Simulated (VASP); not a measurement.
# AlN (Fm-3m) in VASP: notebook

The runs below take AlN through single point, with PBEsol.

The COD entry that gives the cell may itself be a prediction, so a difference from it is no test against experiment.

All numbers are computed with VASP 6.6.1; they aren't measurements. Logs are shortened: lines on timing, memory, paths and dates and some standing lists are left out, and cuts for length are marked.

### Step 1. The cell of the first run

The structure is cubic, space group Fm-3m (No. 225). The conventional cell has a = 3.858 Å, b = 3.858 Å, c = 3.858 Å, α = 90.00°, β = 90.00°, γ = 90.00°. Al (site symmetry m-3m) has 6 N at 1.93 Å within 2.6 Å. Within 2.6 Å of N (site symmetry m-3m) lie 6 Al at 1.93 Å.

### Step 2. Single point, PBEsol

Contents of INCAR:

```
PREC = Accurate
ENCUT = 600
EDIFF = 1E-6
ISMEAR = 0
SIGMA = 0.01
LREAL = F
LASPH = T
NELM = 120
ALGO = Normal
ISIF = 2
LWAVE = F
LCHARG = F
GGA = PS
NBANDS = 11
GGA_COMPAT = F
```

Contents of KPOINTS:

```
regular mesh
0
Gamma
  8 8 8
```

Contents of POSCAR:

```
AlN
1.0
    0.0000000000      1.9288050481      1.9288050481
    1.9288050481      0.0000000000      1.9288050481
    1.9288050481      1.9288050481      0.0000000000
Al N
1 1
Direct
    0.0000000000      0.0000000000      0.0000000000
    0.5000000000      0.5000000000      0.5000000000
```

Potentials or basis: VASP PAW PBE potentials, release 64 (Al, N).

The run is started by

```
> cat potpaw_PBE.64/Al/POTCAR potpaw_PBE.64/N/POTCAR > POTCAR
> mpirun -np 1 vasp_std > vasp.out
```

OUTCAR:

```text
PREC = Accurate
   ENCUT = 600
   EDIFF = 1E-6
   ISMEAR = 0
   LREAL = F
   LASPH = T
   NELM = 120
   ISIF = 2
   GGA = PS

 ion  position               nearest neighbor table
   1  0.000  0.000  0.000-   2 1.93   2 1.93   2 1.93   2 1.93   2 1.93   2 1.93
   2  0.500  0.500  0.500-   1 1.93   1 1.93   1 1.93   1 1.93   1 1.93   1 1.93

  LATTYP: Found a face centered cubic cell.
 ALAT       =     3.8576100962

  Lattice vectors:

 A1 = (   0.0000000000,   1.9288050481,   1.9288050481)
 A2 = (   1.9288050481,   0.0000000000,   1.9288050481)
 A3 = (   1.9288050481,   1.9288050481,   0.0000000000)

Analysis of symmetry for initial positions (statically):
=====================================================================
 Subroutine PRICEL returns:
 Original cell was already a primitive cell.

 Routine SETGRP: Setting up the symmetry group for a
 face centered cubic supercell.

 Subroutine GETGRP returns: Found 48 space group operations
 (whereof 48 operations were pure point group operations)
 out of a pool of 48 trial point group operations.

The static configuration has the point symmetry O_h .

Analysis of symmetry for dynamics (positions and initial velocities):
=====================================================================
 Subroutine PRICEL returns:
 Original cell was already a primitive cell.

 Routine SETGRP: Setting up the symmetry group for a
 face centered cubic supercell.

 Subroutine GETGRP returns: Found 48 space group operations
 (whereof 48 operations were pure point group operations)
 out of a pool of 48 trial point group operations.

The dynamic configuration has the point symmetry O_h .

 Subroutine INISYM returns: Found 48 space group operations
 (whereof 48 operations are pure point group operations),
 and found     1 'primitive' translations

----------------------------------------------------------------------------------------

                                     Primitive cell

  volume of cell :      14.3514

  direct lattice vectors                    reciprocal lattice vectors
     0.000000000  1.928805048  1.928805048    -0.259227857  0.259227857  0.259227857
     1.928805048  0.000000000  1.928805048     0.259227857 -0.259227857  0.259227857
     1.928805048  1.928805048  0.000000000     0.259227857  0.259227857 -0.259227857

  length of vectors
     2.727742258  2.727742258  2.727742258     0.448995820  0.448995820  0.448995820

  position of ions in fractional coordinates (direct lattice)
     0.000000000  0.000000000  0.000000000
     0.500000000  0.500000000  0.500000000
[... 81 lines left out ...]
   IBRION =     -1    ionic relax: 0-MD 1-quasi-New 2-CG
   NFREE  =      0    steps in history (QN), initial steepest desc. (CG)
   ISIF   =      2    stress and relaxation
   ISYM   =      2    0-nonsym 1-usesym 2-fastsym
   POTIM  = 0.5000    time-step for ionic-motion
   TEBEG  =    0.0;   TEEND  =   0.0 temperature during run
   PSTRESS=    0.0 pullay stress
   NELECT =       8.0000    total number of electrons
   NUPDOWN=      -1.0000    fix difference up-down
   EMIN   =  10.00;   EMAX   =-10.00  energy-range for DOS
   EFERMI =   0.00;   METHOD = LEGACY
   ISMEAR =     0;   SIGMA  =   0.01  broadening in eV -4-tet -1-fermi 0-gaus
   EFERMI_NEDOS =   21; number of points for ismear=-14 and -15
   IALGO  =     38    algorithm
   IMIX   =      4    mixing-type and parameters
     AMIX     =   0.40;   BMIX     =  1.00
     AMIX_MAG =   1.60;   BMIX_MAG =  1.00
  volume/ion in A,a.u.               =       7.18        48.42
  Fermi-wavevector in a.u.,A,eV,Ry     =   1.347327  2.546080 24.698537  1.815291
  Thomas-Fermi vector in A             =   2.475087
   LORBIT       =      0    0 simple, 1 ext, 2 COOP (PROOUT), +10 PAW based schemes
   GGA     = PS    functional components
   LHFCALC =     F    Hartree Fock is set to
   AEXX    =    0.0000 exact exchange contribution
   IVDW    =     0    specifies the selected vdW correction
   LEPSILON=     F    determine dielectric tensor
   LRPA    =     F    only Hartree local field effects (RPA)
 non-spin polarized calculation
 Gauss-broadening in eV      SIGMA  =   0.01
  energy-cutoff  :      600.00
  volume of cell :       14.35
 maximum number of plane-waves:       531
 NGX is ok and might be reduce to    24
   NGX = 11   NGY = 11   NGZ = 11

 number of electron       8.0000001 magnetization

 Free energy of the ion-electron system (eV)
  ---------------------------------------------------
  ext. energy  EPLUGINS =         0.00000000
  ---------------------------------------------------
  free energy    TOTEN  =       -15.14639717 eV

  energy without entropy =      -15.14639717  energy(sigma->0) =      -15.14639717

 E-fermi :  11.9078     XC(G=0): -13.1332

 val. band max:       11.8321271768   @ k =   0.0000   0.0000   0.0000
 cond. band min:      16.6777816156   @ k =   0.5000   0.5000   0.0000
 fundamental gap:      4.8456544388
 Fermi energy:        11.9078299137

 k-point     1 :       0.0000    0.0000    0.0000
  band No.  band energies     occupation
      1      -7.0779      2.00000
      2      11.8321      2.00000
      3      11.8321      2.00000
      4      11.8321      2.00000
      5      19.6805      0.00000
      6      24.2877      0.00000
      7      24.2877      0.00000
      8      24.2877      0.00000
      9      29.7688      0.00000
     10      30.5678      0.00000
     11      30.5678      0.00000
[... 309 lines left out ...]
 k-point    24 :      -0.3750    0.2500    0.1250
  band No.  band energies     occupation
      1      -2.5823      2.00000
      2       3.4602      2.00000
      3       7.5526      2.00000
      4       9.4843      2.00000
      5      21.1556      0.00000
      6      21.5263      0.00000
      7      25.5400      0.00000
      8      26.0467      0.00000
      9      31.4721      0.00000
     10      32.8079      0.00000
     11      36.0420      0.00000

 [... further k-points ...]
[... 5 lines left out ...]
  --------------------------------------------------------------------------------------
  -------------------------------------------------------------------------------------
  Total        4.4322048      4.4322048      4.4322048      0.0000000      0.0000000      0.0000000
  in kB      494.8065130    494.8065130    494.8065130      0.0000000      0.0000000      0.0000000
  external PRESSURE =     494.8065130 kB  Pullay stress =       0.0000000 kB

 VOLUME and BASIS-vectors are now :
 -----------------------------------------------------------------------------
  energy-cutoff  :      600.00
  volume of cell :       14.35
      direct lattice vectors                 reciprocal lattice vectors
     0.000000000  1.928805048  1.928805048    -0.259227857  0.259227857  0.259227857
     1.928805048  0.000000000  1.928805048     0.259227857 -0.259227857  0.259227857
     1.928805048  1.928805048  0.000000000     0.259227857  0.259227857 -0.259227857

 POSITION                                       TOTAL-FORCE (eV/Angst)
 -----------------------------------------------------------------------------------
      0.00000      0.00000      0.00000        -0.000000     -0.000000      0.000000
      1.92881      1.92881      1.92881         0.000000      0.000000     -0.000000
 -----------------------------------------------------------------------------------
    total drift:                               -0.000000     -0.000000      0.000000

  FREE ENERGIE OF THE ION-ELECTRON SYSTEM (eV)
  ---------------------------------------------------
  free  energy   TOTEN  =       -15.1463971659 eV

  energy  without entropy=      -15.1463971659  energy(sigma->0) =      -15.14639717
```

It took 3.9 s on 1 thread of Intel Xeon 6975P-C, shared host; peak memory 0.13 GiB.

Results:

- Free energy: -15.1464 eV
- Pressure: 49.5 GPa
- Band gap on the k mesh: 4.85 eV, indirect (least direct gap 7.85 eV)

Caveat: the PAW data sets were made with another functional, which shifts forces and pressure a little.

### Step 3. Single point, PBEsol

This run uses another cell than the first one, of 7.33 Å³/atom, 1.021 times its volume.

Contents of INCAR:

```
ALGO = Normal
EDIFF = 1E-6
ENCUT = 600
GGA = PS
GGA_COMPAT = False
ISIF = 2
ISMEAR = 0
LASPH = True
LCHARG = True
LELF = True
LREAL = False
LVHAR = True
LWAVE = False
NBANDS = 11
NELM = 120
PREC = Accurate
SIGMA = 0.01
```

Contents of KPOINTS:

```
k-points
0
Gamma
  8 8 8
```

Contents of POSCAR:

```
AlN
1.0
    0.0000000000      1.9423886297      1.9423886297
    1.9423886297      0.0000000000      1.9423886297
    1.9423886297      1.9423886297      0.0000000000
Al N
1 1
Direct
    0.0000000000      0.0000000000      0.0000000000
    0.5000000000      0.5000000000      0.5000000000
```

Potentials or basis: VASP PAW PBE potentials, release 64 (Al, N).

The run is started by

```
> cat potpaw_PBE.64/Al/POTCAR potpaw_PBE.64/N/POTCAR > POTCAR
> mpirun -np 1 vasp_std > vasp.out
```

Wall time 5.2 s (1 thread of Intel Xeon 6975P-C, shared host); peak memory 0.13 GiB.

Results (log left out):

```
Free energy            : -15.2325 eV
Pressure               : 40.4 GPa
Band gap on the k mesh : 4.90 eV, indirect (least direct gap 7.50 eV)
```

Levels at points of the mesh, in eV from the valence-band top:
| k point | band 2 | band 3 | band 4 | band 5 | band 6 | band 7 |
| --- | --- | --- | --- | --- | --- | --- |
| (0.00, 0.00, 0.00) | 0.00 | 0.00 | 0.00 | 7.50 | 12.39 | 12.39 |
| (0.50, 0.00, 0.00) | -9.18 | -1.34 | -1.34 | 6.82 | 11.90 | 11.90 |
| (0.50, 0.50, 0.00) | -8.29 | -3.15 | -3.15 | 4.90 | 5.76 | 15.49 |

Caveat: the PAW data sets were made with another functional, which shifts forces and pressure a little.

### Step 4. Single point, PBEsol

This run uses another cell than the first one, of 7.48 Å³/atom, 1.043 times its volume.

Contents of INCAR:

```
SYSTEM = AlN
PREC = Accurate
ENCUT = 600
EDIFF = 1E-6
ISMEAR = 0
SIGMA = 0.01
LREAL = .FALSE.
LASPH = .TRUE.
NELM = 120
ALGO = Normal
ISIF = 2
LWAVE = .FALSE.
LCHARG = .FALSE.
GGA = PS
NBANDS = 11
GGA_COMPAT = .FALSE.
```

Contents of KPOINTS:

```
Automatic mesh
0
G
  8 8 8
  0 0 0
```

Contents of POSCAR:

```
AlN
1.0
    0.0000000000      1.9557848367      1.9557848367
    1.9557848367      0.0000000000      1.9557848367
    1.9557848367      1.9557848367      0.0000000000
Al N
1 1
Direct
    0.0000000000      0.0000000000      0.0000000000
    0.5000000000      0.5000000000      0.5000000000
```

The run is started by

```
> cat potpaw_PBE.64/Al/POTCAR potpaw_PBE.64/N/POTCAR > POTCAR
> mpirun -np 1 vasp_std > vasp.out
```

Run time: 4.6 s. Hardware: 1 thread of Intel Xeon 6975P-C, shared host; peak memory 0.13 GiB.

Results (log left out):

```yaml
Free_energy: -15.3021 eV
Pressure: 32.2 GPa
Band_gap_on_the_k_mesh: 4.94 eV, indirect (least direct gap 7.17 eV)
```

Levels at points of the mesh, in eV from the valence-band top:
```tsv
k point	band 1	band 2	band 3	band 4	band 5	band 6	band 7	band 8
(0.00, 0.00, 0.00)	-18.49	0.00	0.00	0.00	7.17	12.33	12.33	12.33
(0.50, 0.00, 0.00)	-14.78	-9.03	-1.29	-1.29	6.68	11.72	11.72	14.73
(0.50, 0.50, 0.00)	-13.64	-8.14	-3.09	-3.09	4.94	5.55	15.22	18.78
```

Caveat: the PAW data sets were made with another functional, which shifts forces and pressure a little.

### Step 5. Single point, PBEsol

This run uses another cell than the first one, of 7.79 Å³/atom, 1.085 times its volume.

INCAR, as its differences from that of step 4:

```diff
@@ -12,4 +12,6 @@
 LWAVE = .FALSE.
-LCHARG = .FALSE.
+LCHARG = .TRUE.
 GGA = PS
+LELF = .TRUE.
+LVHAR = .TRUE.
 NBANDS = 11
```

Contents of KPOINTS:

```
regular mesh
0
G
  8 8 8
  0 0 0
```

Contents of POSCAR:

```
AlN
1.0
    0.0000000000      1.9820401151      1.9820401151
    1.9820401151      0.0000000000      1.9820401151
    1.9820401151      1.9820401151      0.0000000000
Al N
1 1
Direct
    0.0000000000      0.0000000000      0.0000000000
    0.5000000000      0.5000000000      0.5000000000
```

Potentials or basis: VASP PAW PBE potentials, release 64 (Al, N).

The run is started by

```
> cat potpaw_PBE.64/Al/POTCAR potpaw_PBE.64/N/POTCAR > POTCAR
> mpirun -np 1 vasp_std > vasp.out
```

OUTCAR:

```text
SYSTEM = AlN
   PREC = Accurate
   ENCUT = 600
   EDIFF = 1E-6
   ISMEAR = 0
   LREAL = .FALSE.
   LASPH = .TRUE.
   NELM = 120
   ISIF = 2
   GGA = PS

 ion  position               nearest neighbor table
   1  0.000  0.000  0.000-   2 1.98   2 1.98   2 1.98   2 1.98   2 1.98   2 1.98
   2  0.500  0.500  0.500-   1 1.98   1 1.98   1 1.98   1 1.98   1 1.98   1 1.98

  LATTYP: Found a face centered cubic cell.
 ALAT       =     3.9640802302

  Lattice vectors:

 A1 = (   0.0000000000,   1.9820401151,   1.9820401151)
 A2 = (   1.9820401151,   0.0000000000,   1.9820401151)
 A3 = (   1.9820401151,   1.9820401151,   0.0000000000)

Analysis of symmetry for initial positions (statically):
=====================================================================
 Subroutine PRICEL returns:
 Original cell was already a primitive cell.

 Routine SETGRP: Setting up the symmetry group for a
 face centered cubic supercell.

 Subroutine GETGRP returns: Found 48 space group operations
 (whereof 48 operations were pure point group operations)
 out of a pool of 48 trial point group operations.

The static configuration has the point symmetry O_h .

Analysis of symmetry for dynamics (positions and initial velocities):
[... 164 lines left out ...]
 fundamental gap:      5.0268494587
 Fermi energy:        10.8234233619

 k-point     1 :       0.0000    0.0000    0.0000
  band No.  band energies     occupation
      1      -7.4283      2.00000
      2      10.6773      2.00000
      3      10.6773      2.00000
      4      10.6773      2.00000
      5      17.2268      0.00000
      6      22.8872      0.00000
      7      22.8872      0.00000
      8      22.8872      0.00000
      9      28.1311      0.00000
     10      28.8015      0.00000
     11      28.8015      0.00000
[... 309 lines left out ...]
 k-point    24 :      -0.3750    0.2500    0.1250
  band No.  band energies     occupation
      1      -3.3383      2.00000
      2       2.8333      2.00000
      3       6.7189      2.00000
      4       8.5351      2.00000
      5      19.4273      0.00000
      6      19.6699      0.00000
      7      23.5097      0.00000
      8      24.0008      0.00000
      9      29.3595      0.00000
     10      30.4474      0.00000
     11      33.7674      0.00000

 [... further k-points ...]
[... 5 lines left out ...]
  --------------------------------------------------------------------------------------
  -------------------------------------------------------------------------------------
  Total        1.7305765      1.7305765      1.7305765     -0.0000000      0.0000000     -0.0000000
  in kB      178.0467574    178.0467574    178.0467574     -0.0000000      0.0000000     -0.0000000
  external PRESSURE =     178.0467574 kB  Pullay stress =       0.0000000 kB

 VOLUME and BASIS-vectors are now :
 -----------------------------------------------------------------------------
  energy-cutoff  :      600.00
  volume of cell :       15.57
      direct lattice vectors                 reciprocal lattice vectors
     0.000000000  1.982040115  1.982040115    -0.252265328  0.252265328  0.252265328
     1.982040115  0.000000000  1.982040115     0.252265328 -0.252265328  0.252265328
     1.982040115  1.982040115  0.000000000     0.252265328  0.252265328 -0.252265328

 POSITION                                       TOTAL-FORCE (eV/Angst)
 -----------------------------------------------------------------------------------
      0.00000      0.00000      0.00000        -0.000000     -0.000000     -0.000000
      1.98204      1.98204      1.98204         0.000000      0.000000      0.000000
 -----------------------------------------------------------------------------------
    total drift:                               -0.000000     -0.000000      0.000000

  FREE ENERGIE OF THE ION-ELECTRON SYSTEM (eV)
  ---------------------------------------------------
  free  energy   TOTEN  =       -15.3977572285 eV

  energy  without entropy=      -15.3977572285  energy(sigma->0) =      -15.39775723
```

OSZICAR:

```text
N       E                     dE             d eps       ncg     rms          rms(c)
DAV:   1     0.112260055330E+02    0.11226E+02   -0.43921E+03   638   0.704E+02
DAV:   2    -0.162860983034E+02   -0.27512E+02   -0.26512E+02   782   0.157E+02
DAV:   3    -0.170732319569E+02   -0.78713E+00   -0.78545E+00   780   0.234E+01
DAV:   4    -0.170763268379E+02   -0.30949E-02   -0.30946E-02   722   0.159E+00
DAV:   5    -0.170763532617E+02   -0.26424E-04   -0.26424E-04   743   0.146E-01    0.755E+00
DAV:   6    -0.154444383607E+02    0.16319E+01   -0.65379E+00   726   0.145E+01    0.284E+00
DAV:   7    -0.154106833803E+02    0.33755E-01   -0.19644E-01   739   0.311E+00    0.181E+00
DAV:   8    -0.153980565892E+02    0.12627E-01   -0.13256E-02   689   0.114E+00    0.378E-01
DAV:   9    -0.153977405755E+02    0.31601E-03   -0.12746E-03   737   0.235E-01    0.173E-01
DAV:  10    -0.153977618431E+02   -0.21268E-04   -0.83563E-05   726   0.637E-02    0.477E-02
DAV:  11    -0.153977573990E+02    0.44441E-05   -0.12976E-05   710   0.225E-02    0.680E-03
DAV:  12    -0.153977572285E+02    0.17051E-06   -0.41019E-07   382   0.574E-03
   1 F= -.15397757E+02 E0= -.15397757E+02  d E =-.565417E-97
```

Run time: 4.2 s. Hardware: 1 thread of Intel Xeon 6975P-C, shared host; peak memory 0.14 GiB.

What came out:

| Property | Result |
| --- | --- |
| Free energy | -15.3978 eV |
| Pressure | 17.8 GPa |
| Band gap on the k mesh | 5.03 eV, indirect (least direct gap 6.55 eV) |

Levels at points of the mesh, in eV from the valence-band top:
```tsv
k point	band 2	band 3	band 4	band 5	band 6	band 7
(0.00, 0.00, 0.00)	0.00	0.00	0.00	6.55	12.21	12.21
(0.50, 0.00, 0.00)	-8.76	-1.21	-1.21	6.42	11.39	11.39
(0.50, 0.50, 0.00)	-7.86	-2.98	-2.98	5.03	5.14	14.70
```

Caveat: the PAW data sets were made with another functional, which shifts forces and pressure a little. A k mesh can miss the band edges.

### Step 6. Overview

```csv
cell,gap on the mesh (eV),pressure (GPa)
"a = 2.728 Å, angles 60.0°, 2 atoms",4.85,49.5
"a = 2.747 Å, angles 60.0°, 2 atoms",4.90,40.4
"a = 2.766 Å, angles 60.0°, 2 atoms",4.94,32.2
"a = 2.803 Å, angles 60.0°, 2 atoms",5.03,17.8
```

Alike in all rows: task single point; level PBEsol; potentials or basis VASP PAW PBE potentials, release 64 (Al, N); no spin polarisation; k mesh 8 × 8 × 8; cutoff (eV) 600; smearing gaussian 0.01 eV.

Caveats: the PAW data sets were made with another functional, which shifts forces and pressure a little.

Absolute energies hang on the potentials; compare differences alone.
